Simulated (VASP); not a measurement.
# C in VASP: density of states with PBE

Aim: the density of states of C with PBE.

Everything below comes from runs of VASP 6.6.1. Logs are shortened: lines on timing, memory, paths and dates and some standing lists are left out, and cuts for length are marked.

### Step 1. The cell of the first run

The cell holds a slab with vacuum, 6 atoms: a = 2.526 Å, b = 2.526 Å, c = 20.465 Å, α = 90.00°, β = 90.00°, γ = 90.00°.

### Step 2. Density of states, PBE

Input file POSCAR:

```
C
1.0
    2.5255274272      0.0000000000      0.0000000000
    0.0000000000      2.5255274272      0.0000000000
    0.0000000000      0.0000000000     20.4645000000
C
6
Direct
    0.7500000000      0.0000000000      0.3909197898
    0.2500000000      0.0000000000      0.4345518739
    0.2500000000      0.5000000000      0.4781839580
    0.7500000000      0.5000000000      0.5218160420
    0.7500000000      0.0000000000      0.5654481261
    0.2500000000      0.0000000000      0.6090802102
```

Input file INCAR.step1:

```
ALGO = Normal ; DIPOL = 0.5 0.5 0.500
EDIFF = 1E-6 ; ENCUT = 520
GGA = PE ; IDIPOL = 3
ISIF = 2 ; ISMEAR = -1
LASPH = T ; LCHARG = T
LDIPOL = T ; LREAL = F
LWAVE = F ; NBANDS = 21
NELM = 100 ; PREC = Accurate
SIGMA = 0.02
```

Input file KPOINTS.step1:

```
k-points
0
Gamma
  12 12 1
```

Input file INCAR.step2:

```
ALGO = Normal ; DIPOL = 0.5 0.5 0.500
EDIFF = 1E-6 ; ENCUT = 520
GGA = PE ; ICHARG = 11
IDIPOL = 3 ; ISIF = 2
ISMEAR = -5 ; LASPH = T
LCHARG = F ; LDIPOL = T
LORBIT = 11 ; LREAL = F
LWAVE = F ; NEDOS = 1001
NELM = 100 ; PREC = Accurate
SIGMA = 0.02
```

Input file KPOINTS.step2:

```
k-points
0
Gamma
  18 18 1
```

Potentials or basis: VASP PAW PBE potentials, release 64 (C).

The run is started by

```sh
cat potpaw_PBE.64/C/POTCAR > POTCAR
cp INCAR.step1 INCAR
cp KPOINTS.step1 KPOINTS
mpirun -np 1 vasp_std > vasp.out
cp INCAR.step2 INCAR
cp KPOINTS.step2 KPOINTS
mpirun -np 1 vasp_std > vasp.out
```

OUTCAR:

```text
EDIFF = 1E-6
   ENCUT = 520
   GGA = PE
   ICHARG = 11
   ISIF = 2
   ISMEAR = -5
   LASPH = T
   LORBIT = 11
   LREAL = F
   NELM = 100
   PREC = Accurate

 ion  position               nearest neighbor table
   1  0.750  0.000  0.391-   2 1.55   2 1.55
   2  0.250  0.000  0.435-   1 1.55   1 1.55   3 1.55   3 1.55
   3  0.250  0.500  0.478-   4 1.55   4 1.55   2 1.55   2 1.55
   4  0.750  0.500  0.522-   3 1.55   3 1.55   5 1.55   5 1.55
   5  0.750  0.000  0.565-   6 1.55   6 1.55   4 1.55   4 1.55
   6  0.250  0.000  0.609-   5 1.55   5 1.55

  LATTYP: Found a simple tetragonal cell.
 ALAT       =     2.5255274272
 C/A-ratio  =     8.1030598914

  Lattice vectors:

 A1 = (   2.5255274272,   0.0000000000,   0.0000000000)
 A2 = (   0.0000000000,   2.5255274272,   0.0000000000)
 A3 = (   0.0000000000,   0.0000000000,  20.4645000000)

Analysis of symmetry for initial positions (statically):
=====================================================================
 Subroutine PRICEL returns:
 Original cell was already a primitive cell.

 Routine SETGRP: Setting up the symmetry group for a
 simple tetragonal supercell.

 Subroutine GETGRP returns: Found  8 space group operations
 (whereof  4 operations were pure point group operations)
 out of a pool of 16 trial point group operations.

The static configuration has the point symmetry C_2h.
 The point group associated with its full space group is D_2h.

Analysis of symmetry for dynamics (positions and initial velocities):
=====================================================================
 Subroutine PRICEL returns:
 Original cell was already a primitive cell.

 Routine SETGRP: Setting up the symmetry group for a
 simple tetragonal supercell.

 Subroutine GETGRP returns: Found  8 space group operations
 (whereof  4 operations were pure point group operations)
 out of a pool of 16 trial point group operations.

The dynamic configuration has the point symmetry C_2h.
 The point group associated with its full space group is D_2h.

 Subroutine INISYM returns: Found  8 space group operations
 (whereof  4 operations are pure point group operations),
 and found     1 'primitive' translations

----------------------------------------------------------------------------------------

                                     Primitive cell

  volume of cell :     130.5285

  direct lattice vectors                    reciprocal lattice vectors
     2.525527427  0.000000000  0.000000000     0.395956896  0.000000000  0.000000000
     0.000000000  2.525527427  0.000000000     0.000000000  0.395956896  0.000000000
     0.000000000  0.000000000 20.464500000     0.000000000  0.000000000  0.048865108

  length of vectors
     2.525527427  2.525527427 20.464500000     0.395956896  0.395956896  0.048865108

  position of ions in fractional coordinates (direct lattice)
     0.750000000  0.000000000  0.390919790
     0.250000000  0.000000000  0.434551874
     0.250000000  0.500000000  0.478183958
     0.750000000  0.500000000  0.521816042
     0.750000000  0.000000000  0.565448126
     0.250000000  0.000000000  0.609080210

  ion indices of the primitive-cell ions
   primitive index   ion index
                 1           1
                 2           2
                 3           3
                 4           4
                 5           5
                 6           6

----------------------------------------------------------------------------------------

 KPOINTS: k-points

Automatic generation of k-mesh.
 Grid dimensions read from file:
 generate k-points for:   18   18    1

 Generating k-lattice:

  Cartesian coordinates                     Fractional coordinates (reciprocal lattice)
     0.021997605  0.000000000  0.000000000     0.055555556  0.000000000  0.000000000
     0.000000000  0.021997605  0.000000000     0.000000000  0.055555556  0.000000000
     0.000000000  0.000000000  0.048865108     0.000000000  0.000000000  1.000000000

  Length of vectors
     0.021997605  0.021997605  0.048865108

  Shift w.r.t. Gamma in fractional coordinates (k-lattice)
     0.000000000  0.000000000  0.000000000

 TETIRR: Found    972 inequivalent tetrahedra from     1944

 Subroutine IBZKPT returns following result:
 ===========================================

 Found    100 irreducible k-points:

 Following reciprocal coordinates:
            Coordinates               Weight
  0.000000  0.000000  0.000000      1.000000
  0.055556  0.000000  0.000000      2.000000
  0.000000  0.055556  0.000000      2.000000
  0.111111  0.000000  0.000000      2.000000
  0.000000  0.111111  0.000000      2.000000
  0.166667  0.000000  0.000000      2.000000
[... 16 lines left out ...]
  0.166667  0.055556  0.000000      4.000000
 -0.055556  0.166667  0.000000      4.000000
 [... further k-points ...]
   k-points           NKPTS =    100   k-points in BZ     NKDIM =    100   number of bands    NBANDS=     16
   number of dos      NEDOS =   1001   number of ions     NIONS =      6
   total plane-waves  NPLWV =  64000
   dimension x,y,z NGX =    20 NGY =   20 NGZ =  160
   dimension x,y,z NGXF=    40 NGYF=   40 NGZF=  320
   ions per type =               6
   NGX,Y,Z   is equivalent  to a cutoff of  13.17, 13.17, 13.00 a.u.
   NGXF,Y,Z  is equivalent  to a cutoff of  26.33, 26.33, 26.00 a.u.
 SYSTEM =  unknown system
   PREC   = accura    normal or accurate (medium, high low for compatibility)
   ISTART =      0    job   : 0-new  1-cont  2-samecut
   ICHARG =     11    charge: 1-file 2-atom 10-const
   ISPIN  =      1    spin polarized calculation?
   LNONCOLLINEAR =      F non collinear calculations
   LSORBIT =      F    spin-orbit coupling
   LASPH  =      T    aspherical Exc in radial PAW
   ENCUT  =  520.0 eV  38.22 Ry    6.18 a.u.   4.70  4.70 38.05*2*pi/ulx,y,z
   NELM   =    100;   NELMIN=  2; NELMDL=  0     # of ELM steps
   EDIFF  = 0.1E-05   stopping-criterion for ELM
   LREAL  =      F    real-space projection
   EDIFFG = 0.1E-04   stopping-criterion for IOM
   NSW    =      0    number of steps for IOM
   IBRION =     -1    ionic relax: 0-MD 1-quasi-New 2-CG
   NFREE  =      0    steps in history (QN), initial steepest desc. (CG)
   ISIF   =      2    stress and relaxation
   ISYM   =      2    0-nonsym 1-usesym 2-fastsym
   POTIM  = 0.5000    time-step for ionic-motion
   TEBEG  =    0.0;   TEEND  =   0.0 temperature during run
   PSTRESS=    0.0 pullay stress
   NELECT =      24.0000    total number of electrons
   NUPDOWN=      -1.0000    fix difference up-down
   EMIN   =  10.00;   EMAX   =-10.00  energy-range for DOS
   EFERMI =   0.00;   METHOD = LEGACY
   ISMEAR =    -5;   SIGMA  =   0.02  broadening in eV -4-tet -1-fermi 0-gaus
   EFERMI_NEDOS =   21; number of points for ismear=-14 and -15
   IALGO  =     38    algorithm
   IMIX   =      4    mixing-type and parameters
     AMIX     =   0.40;   BMIX     =  1.00
     AMIX_MAG =   1.60;   BMIX_MAG =  1.00
  volume/ion in A,a.u.               =      21.75       146.81
  Fermi-wavevector in a.u.,A,eV,Ry     =   0.930915  1.759175 11.790852  0.866603
  Thomas-Fermi vector in A             =   2.057354
   LORBIT       =     11    0 simple, 1 ext, 2 COOP (PROOUT), +10 PAW based schemes
   GGA     = PE    functional components
   LHFCALC =     F    Hartree Fock is set to
   AEXX    =    0.0000 exact exchange contribution
   IVDW    =     0    specifies the selected vdW correction
   LEPSILON=     F    determine dielectric tensor
   LRPA    =     F    only Hartree local field effects (RPA)
 non-spin polarized calculation
 Fermi weights with tetrahedron method with Bloechl corrections
  energy-cutoff  :      520.00
  volume of cell :      130.53
 maximum number of plane-waves:      3577

 number of electron      24.0000000 magnetization

 dipolmoment           0.000000      0.000000      0.000000 electrons x Angstroem

 Free energy of the ion-electron system (eV)
  ---------------------------------------------------
  ext. energy  EPLUGINS =         0.00000000
  ---------------------------------------------------
  free energy    TOTEN  =       -47.64738708 eV

  energy without entropy =      -47.64738708  energy(sigma->0) =      -47.64738708

 E-fermi :  -3.0323     XC(G=0):  -4.5588

 val. band max:       -3.0124233313   @ k =   0.1667   0.0000   0.0000
 cond. band min:      -2.9703403471   @ k =   0.4444   0.4444   0.0000
 fundamental gap:      0.0420829842
 Fermi energy:        -3.0323074077

 k-point     1 :       0.0000    0.0000    0.0000
  band No.  band energies     occupation
      1     -23.4478      2.00000
      2     -20.7229      2.00000
      3     -16.8962      2.00000
      4     -12.3703      2.00000
      5      -8.4207      2.00000
      6      -8.3565      2.00000
[... 8 lines left out ...]
     15       1.8673      0.00000
     16       1.9506      0.00000

 k-point     2 :       0.0556    0.0000    0.0000
  band No.  band energies     occupation
      1     -23.3917      2.00000
      2     -20.6695      2.00000
      3     -16.8431      2.00000
      4     -12.3671      2.00000
      5      -8.7057      2.00000
      6      -8.3135      2.00000
[... 8 lines left out ...]
     15       2.0744      0.00000
     16       2.1534      0.00000

 k-point     3 :       0.0000    0.0556    0.0000
  band No.  band energies     occupation
      1     -23.3918      2.00000
      2     -20.6703      2.00000
      3     -16.8606      2.00000
      4     -12.3411      2.00000
      5      -8.7764      2.00000
      6      -8.3774      2.00000
[... 8 lines left out ...]
     15       2.1235      0.00000
     16       2.2811      0.00000

 k-point     4 :       0.1111    0.0000    0.0000
  band No.  band energies     occupation
      1     -23.2237      2.00000
      2     -20.5100      2.00000
      3     -16.6841      2.00000
      4     -12.3960      2.00000
      5      -9.3867      2.00000
      6      -8.1983      2.00000
[... 8 lines left out ...]
     15       2.3917      0.00000
     16       2.8460      0.00000
[... 324 lines left out ...]
 k-point    22 :      -0.0556    0.1111    0.0000
  band No.  band energies     occupation
      1     -23.1681      2.00000
      2     -20.4599      2.00000
      3     -16.7071      2.00000
      4     -12.2570      2.00000
      5      -9.6192      2.00000
      6      -8.5333      2.00000
[... 8 lines left out ...]
     15       2.8624      0.00000
     16       3.2432      0.00000

 k-point    23 :       0.1667    0.0556    0.0000
  band No.  band energies     occupation
      1     -22.8888      2.00000
      2     -20.1946      2.00000
      3     -16.3852      2.00000
      4     -12.5778      2.00000
      5     -10.0296      2.00000
      6      -9.1020      2.00000
[... 8 lines left out ...]
     15       3.1422      0.00000
     16       3.8943      0.00000

 k-point    24 :      -0.0556    0.1667    0.0000
  band No.  band energies     occupation
      1     -22.8895      2.00000
      2     -20.2004      2.00000
      3     -16.5616      2.00000
      4     -12.1539      2.00000
      5     -10.6930      2.00000
      6      -8.3341      2.00000
[... 8 lines left out ...]
     15       3.3391      0.00000
     16       4.2141      0.00000

 [... further k-points ...]

------------------------ aborting loop because EDIFF is reached ----------------------------------------

 vacuum level on the upper side and lower side of the slab       (xc-potential included)        -0.123        -0.123

  FORCE on cell =-STRESS in cart. coord.  units (eV):
  Direction    XX          YY          ZZ          XY          YZ          ZX
  --------------------------------------------------------------------------------------
  -------------------------------------------------------------------------------------
  Total       -1.7505352     -7.1025831     -3.9625771      0.0000000      0.0000000      0.0000000
  in kB      -21.4870161    -87.1809484    -48.6388158      0.0000000      0.0000000      0.0000000
  external PRESSURE =     -52.4355934 kB  Pullay stress =       0.0000000 kB

 VOLUME and BASIS-vectors are now :
 -----------------------------------------------------------------------------
  energy-cutoff  :      520.00
  volume of cell :      130.53
      direct lattice vectors                 reciprocal lattice vectors
     2.525527427  0.000000000  0.000000000     0.395956896  0.000000000  0.000000000
     0.000000000  2.525527427  0.000000000     0.000000000  0.395956896  0.000000000
     0.000000000  0.000000000 20.464500000     0.000000000  0.000000000  0.048865108

 POSITION                                       TOTAL-FORCE (eV/Angst)
 -----------------------------------------------------------------------------------
      1.89415      0.00000      7.99998         0.000000      0.000000      2.248829
      0.63138      0.00000      8.89289         0.000000      0.000000     -2.428997
      0.63138      1.26276      9.78580        -0.000000     -0.000000      0.474970
      1.89415      1.26276     10.67870         0.000000      0.000000     -0.474970
      1.89415      0.00000     11.57161         0.000000      0.000000      2.428997
      0.63138      0.00000     12.46452         0.000000      0.000000     -2.248829
 -----------------------------------------------------------------------------------
    total drift:                                0.000000      0.000000      0.000000

  FREE ENERGIE OF THE ION-ELECTRON SYSTEM (eV)
  ---------------------------------------------------
  free  energy   TOTEN  =       -47.6473870826 eV

  energy  without entropy=      -47.6473870826  energy(sigma->0) =      -47.64738708

 vacuum level on the upper side and lower side of the slab         4.361         4.361

 total charge

# of ion       s       p       d       tot
------------------------------------------
    1        0.882   1.373   0.000   2.255
    2        0.832   1.711   0.000   2.543
    3        0.837   1.714   0.000   2.551
    4        0.837   1.714   0.000   2.551
    5        0.832   1.711   0.000   2.543
    6        0.882   1.373   0.000   2.255
--------------------------------------------------
tot          5.103   9.596   0.000  14.698
```

Wall time 7.3 min (1 thread of Intel Xeon 8259CL, shared host); peak memory 0.32 GiB.

What came out:

```
Valence electrons inside the program's atomic spheres : C 2.25, 2.54, 2.55
```

Caveat: tetrahedron occupations give inexact forces and stress in metals.
